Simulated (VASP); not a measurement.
# Al (P6_3/mmc) in VASP: notebook

Al is run at these levels: PBE; tasks: single point, relaxation of cell and atoms.

Program: VASP 6.6.1. These are calculated values, not measurements. Logs are shortened: lines on timing, memory, paths and dates and some standing lists are left out, and cuts for length are marked.

## Step 1: The cell of the first run

Symmetry: P6_3/mmc, No. 194, hexagonal system. The conventional cell has a = 2.691 Å, b = 2.691 Å, c = 4.434 Å, α = 90.00°, β = 90.00°, γ = 120.00°. Al (site symmetry -6m2) has 12 Al at 2.69 to 2.71 Å within 3.5 Å.

## Step 2: Single point, PBE

INCAR reads:

```
PREC     = Accurate       # precision mode
ENCUT    = 520            # plane-wave cutoff, eV
EDIFF    = 1E-7           # SCF threshold, eV
ISMEAR   = -1             # smearing method
SIGMA    = 0.05           # smearing width, eV
LREAL    = False          # projectors in reciprocal space
LASPH    = True           # aspherical terms in the spheres
NELM     = 100            # most SCF steps
ALGO     = Normal         # electronic algorithm
ISIF     = 2              # what is computed and relaxed
LWAVE    = False          # write WAVECAR
LCHARG   = True           # write CHGCAR
GGA      = PE             # functional
LELF     = True           # ELF
LVHAR    = True         
NBANDS   = 10             # bands
```

KPOINTS reads:

```
Automatic mesh
0
Gamma
  11 11 6
```

POSCAR reads:

```
Al
1.0
    2.6913871074      0.0000000000      0.0000000000
   -1.3456935537      2.3308096065      0.0000000000
    0.0000000000      0.0000000000      4.4342224137
Al
2
Direct
    0.3333333333      0.6666666667      0.2500000000
    0.6666666667      0.3333333333      0.7500000000
```

Potentials or basis: VASP PAW PBE potentials, release 64 (Al).

Launch:

```console
$ cat potpaw_PBE.64/Al/POTCAR > POTCAR
$ mpirun -np 1 vasp_std > vasp.out
```

OUTCAR:

```text
PREC = Accurate
   ENCUT = 520
   EDIFF = 1E-7
   ISMEAR = -1
   LREAL = False
   LASPH = True
   NELM = 100
   ISIF = 2
   GGA = PE

 ion  position               nearest neighbor table
   1  0.333  0.667  0.250-   2 2.71   2 2.71   2 2.71   2 2.71   2 2.71   2 2.71
   2  0.667  0.333  0.750-   1 2.71   1 2.71   1 2.71   1 2.71   1 2.71   1 2.71

  LATTYP: Found a hexagonal cell.
 ALAT       =     2.6913871074
 C/A-ratio  =     1.6475602493

  Lattice vectors:

 A1 = (   2.6913871074,   0.0000000000,   0.0000000000)
 A2 = (  -1.3456935537,   2.3308096065,   0.0000000000)
 A3 = (   0.0000000000,   0.0000000000,   4.4342224137)

Analysis of symmetry for initial positions (statically):
=====================================================================
 Subroutine PRICEL returns:
 Original cell was already a primitive cell.

 Routine SETGRP: Setting up the symmetry group for a
 hexagonal supercell.

 Subroutine GETGRP returns: Found 24 space group operations
 (whereof 12 operations were pure point group operations)
 out of a pool of 24 trial point group operations.

The static configuration has the point symmetry D_3d.
 The point group associated with its full space group is D_6h.

Analysis of symmetry for dynamics (positions and initial velocities):
=====================================================================
 Subroutine PRICEL returns:
 Original cell was already a primitive cell.

 Routine SETGRP: Setting up the symmetry group for a
 hexagonal supercell.

 Subroutine GETGRP returns: Found 24 space group operations
 (whereof 12 operations were pure point group operations)
 out of a pool of 24 trial point group operations.

The dynamic configuration has the point symmetry D_3d.
 The point group associated with its full space group is D_6h.

 Subroutine INISYM returns: Found 24 space group operations
 (whereof 12 operations are pure point group operations),
 and found     1 'primitive' translations

----------------------------------------------------------------------------------------

                                     Primitive cell

  volume of cell :      27.8164

  direct lattice vectors                    reciprocal lattice vectors
     2.691387107  0.000000000  0.000000000     0.371555618  0.214517736  0.000000000
    -1.345693554  2.330809606  0.000000000     0.000000000  0.429035472  0.000000000
     0.000000000  0.000000000  4.434222414     0.000000000  0.000000000  0.225518683

[... 78 lines left out ...]
   LNONCOLLINEAR =      F non collinear calculations
   LSORBIT =      F    spin-orbit coupling
   LASPH  =      T    aspherical Exc in radial PAW
   ENCUT  =  520.0 eV  38.22 Ry    6.18 a.u.   5.00  5.00  8.24*2*pi/ulx,y,z
   NELM   =    100;   NELMIN=  2; NELMDL= -5     # of ELM steps
   EDIFF  = 0.1E-06   stopping-criterion for ELM
   LREAL  =      F    real-space projection
   EDIFFG = 0.1E-05   stopping-criterion for IOM
   NSW    =      0    number of steps for IOM
   IBRION =     -1    ionic relax: 0-MD 1-quasi-New 2-CG
   NFREE  =      0    steps in history (QN), initial steepest desc. (CG)
   ISIF   =      2    stress and relaxation
   ISYM   =      2    0-nonsym 1-usesym 2-fastsym
   POTIM  = 0.5000    time-step for ionic-motion
   TEBEG  =    0.0;   TEEND  =   0.0 temperature during run
   PSTRESS=    0.0 pullay stress
   NELECT =       6.0000    total number of electrons
   NUPDOWN=      -1.0000    fix difference up-down
   EMIN   =  10.00;   EMAX   =-10.00  energy-range for DOS
[... 5 lines left out ...]
     AMIX     =   0.40;   BMIX     =  1.00
     AMIX_MAG =   1.60;   BMIX_MAG =  1.00
  volume/ion in A,a.u.               =      13.91        93.86
  Fermi-wavevector in a.u.,A,eV,Ry     =   0.981805  1.855342 13.115206  0.963940
  Thomas-Fermi vector in A             =   2.112839
   LORBIT       =      0    0 simple, 1 ext, 2 COOP (PROOUT), +10 PAW based schemes
   GGA     = PE    functional components
   LHFCALC =     F    Hartree Fock is set to
   AEXX    =    0.0000 exact exchange contribution
   IVDW    =     0    specifies the selected vdW correction
   LEPSILON=     F    determine dielectric tensor
   LRPA    =     F    only Hartree local field effects (RPA)
 non-spin polarized calculation
  energy-cutoff  :      520.00
  volume of cell :       27.82
 maximum number of plane-waves:       768
 NGX is ok and might be reduce to    20
   NGX =  9   NGY =  9   NGZ = 17

 number of electron       6.0000000 magnetization

 Free energy of the ion-electron system (eV)
  ---------------------------------------------------
  ext. energy  EPLUGINS =         0.00000000
  ---------------------------------------------------
  free energy    TOTEN  =        -7.16362036 eV

  energy without entropy =       -7.15810403  energy(sigma->0) =       -7.16086220

 E-fermi :   9.9468     XC(G=0): -10.8330

 val. band max:        9.9146335902   @ k =   0.3636   0.0000   0.5000
 cond. band min:       9.9947896182   @ k =   0.3636   0.0909   0.3333
 fundamental gap:      0.0801560280
 Fermi energy:         9.9467517692

 k-point     1 :       0.0000    0.0000    0.0000
  band No.  band energies     occupation
      1      -2.4674      2.00000
      2       4.5529      2.00000
      3       5.1591      2.00000
      4      21.9859      0.00000
      5      21.9859      0.00000
      6      22.1162      0.00000
      7      22.1162      0.00000
      8      22.7919      0.00000
      9      25.8503      0.00000
     10      26.2271      0.00000
[... 287 lines left out ...]
 k-point    24 :       0.1818    0.0909    0.1667
  band No.  band energies     occupation
      1      -0.6975      2.00000
      2       4.1319      2.00000
      3       8.8145      2.00000
      4      13.4889      0.00000
      5      15.6115      0.00000
      6      18.0628      0.00000
      7      20.0491      0.00000
      8      21.9132      0.00000
      9      22.2015      0.00000
     10      24.1417      0.00000

 [... further k-points ...]
[... 5 lines left out ...]
  --------------------------------------------------------------------------------------
  -------------------------------------------------------------------------------------
  Total        3.4783934      3.4783934      3.4760586      0.0000000     -0.0000000      0.0000000
  in kB      200.3497648    200.3497648    200.2152846      0.0000000     -0.0000000      0.0000000
  external PRESSURE =     200.3049380 kB  Pullay stress =       0.0000000 kB

 VOLUME and BASIS-vectors are now :
 -----------------------------------------------------------------------------
  energy-cutoff  :      520.00
  volume of cell :       27.82
      direct lattice vectors                 reciprocal lattice vectors
     2.691387107  0.000000000  0.000000000     0.371555618  0.214517736  0.000000000
    -1.345693554  2.330809606  0.000000000     0.000000000  0.429035472  0.000000000
     0.000000000  0.000000000  4.434222414     0.000000000  0.000000000  0.225518683

 POSITION                                       TOTAL-FORCE (eV/Angst)
 -----------------------------------------------------------------------------------
     -0.00000      1.55387      1.10856        -0.000000     -0.000000      0.000000
      1.34569      0.77694      3.32567         0.000000      0.000000      0.000000
 -----------------------------------------------------------------------------------
    total drift:                                0.000000     -0.000000      0.000000

  FREE ENERGIE OF THE ION-ELECTRON SYSTEM (eV)
  ---------------------------------------------------
  free  energy   TOTEN  =        -7.1636203648 eV

  energy  without entropy=       -7.1581040337  energy(sigma->0) =       -7.16086220
```

OSZICAR:

```text
N       E                     dE             d eps       ncg     rms          rms(c)
DAV:   1     0.990461195505E+00    0.99046E+00   -0.25300E+03  1288   0.486E+02
DAV:   2    -0.706830383935E+01   -0.80588E+01   -0.77271E+01  1772   0.600E+01
DAV:   3    -0.722258806228E+01   -0.15428E+00   -0.15323E+00  1690   0.650E+00
DAV:   4    -0.722317830282E+01   -0.59024E-03   -0.59020E-03  1490   0.461E-01
DAV:   5    -0.722318310421E+01   -0.48014E-05   -0.48016E-05  1612   0.437E-02    0.230E+00
DAV:   6    -0.718816824645E+01    0.35015E-01   -0.20429E-03  1412   0.248E-01    0.133E+00
DAV:   7    -0.716374096976E+01    0.24427E-01   -0.62468E-03  1324   0.398E-01    0.211E-01
DAV:   8    -0.716362465069E+01    0.11632E-03   -0.10205E-04  1786   0.597E-02    0.110E-01
DAV:   9    -0.716362042954E+01    0.42212E-05   -0.22941E-06  1480   0.941E-03    0.451E-03
DAV:  10    -0.716362036478E+01    0.64763E-07   -0.35885E-08  1132   0.128E-03
   1 F= -.71636204E+01 E0= -.71608622E+01  d E =-.551633E-02
```

Wall time 5.5 s (1 thread of Intel Xeon 6975P-C (Granite Rapids), shared host); peak memory 0.14 GiB.

What came out:

- Free energy: -7.1636 eV
- Pressure: 20.0 GPa
- Band gap on the k mesh: zero (band 3 reaches 14.17 eV, above the bottom of band 4 at 6.66 eV)

Levels at points of the mesh, in eV from the Fermi level:
| k point | band 1 | band 2 | band 3 | band 4 | band 5 | band 6 | band 7 | band 8 |
| --- | --- | --- | --- | --- | --- | --- | --- | --- |
| (0.00, 0.00, 0.00) | -12.41 | -5.39 | -4.79 | 12.04 | 12.04 | 12.17 | 12.17 | 12.85 |
| (0.00, 0.00, 0.50) | -10.55 | -10.55 | 3.58 | 3.58 | 12.94 | 12.94 | 12.94 | 12.94 |

## Step 3: Single point, PBE

This run uses another cell than the first one, of 14.98 Å³/atom, 1.077 times its volume.

INCAR reads:

```
ALGO = Normal ; EDIFF = 1E-7
ENCUT = 520 ; GGA = PE
ISIF = 2 ; ISMEAR = -1
LASPH = T ; LCHARG = F
LREAL = F ; LWAVE = F
NBANDS = 10 ; NELM = 60
PREC = Accurate ; SIGMA = 0.05
```

KPOINTS reads:

```
k-points
0
Gamma
  11 11 6
```

POSCAR reads:

```
Al
1.0
    2.7562292118      0.0000000000      0.0000000000
   -1.3781146059      2.3869645161      0.0000000000
    0.0000000000      0.0000000000      4.5544438139
Al
2
Direct
    0.3333333333      0.6666666667      0.2500000000
    0.6666666667      0.3333333333      0.7500000000
```

Potentials or basis: VASP PAW PBE potentials, release 64 (Al).

Launch:

```console
$ cat potpaw_PBE.64/Al/POTCAR > POTCAR
$ mpirun -np 1 vasp_std > vasp.out
```

Run time: 5.3 s. Hardware: 1 thread of Intel Xeon 6975P-C (Granite Rapids), shared host; peak memory 0.14 GiB.

The run converged. Its results:

```yaml
Free_energy: -7.3610 eV
Pressure: 10.0 GPa
Band_gap_on_the_k_mesh: zero (band 3 reaches 13.16 eV, above the bottom of band 4 at 5.89 eV)
```

Levels at points of the mesh, in eV from the Fermi level:
| k point | band 1 | band 2 | band 3 | band 4 | band 5 | band 6 | band 7 |
| --- | --- | --- | --- | --- | --- | --- | --- |
| (0.00, 0.00, 0.00) | -11.85 | -5.09 | -4.70 | 11.57 | 11.57 | 11.65 | 11.65 |
| (0.00, 0.00, 0.50) | -10.08 | -10.08 | 3.38 | 3.38 | 12.54 | 12.54 | 12.54 |

(Continued in part 2 of 2.)
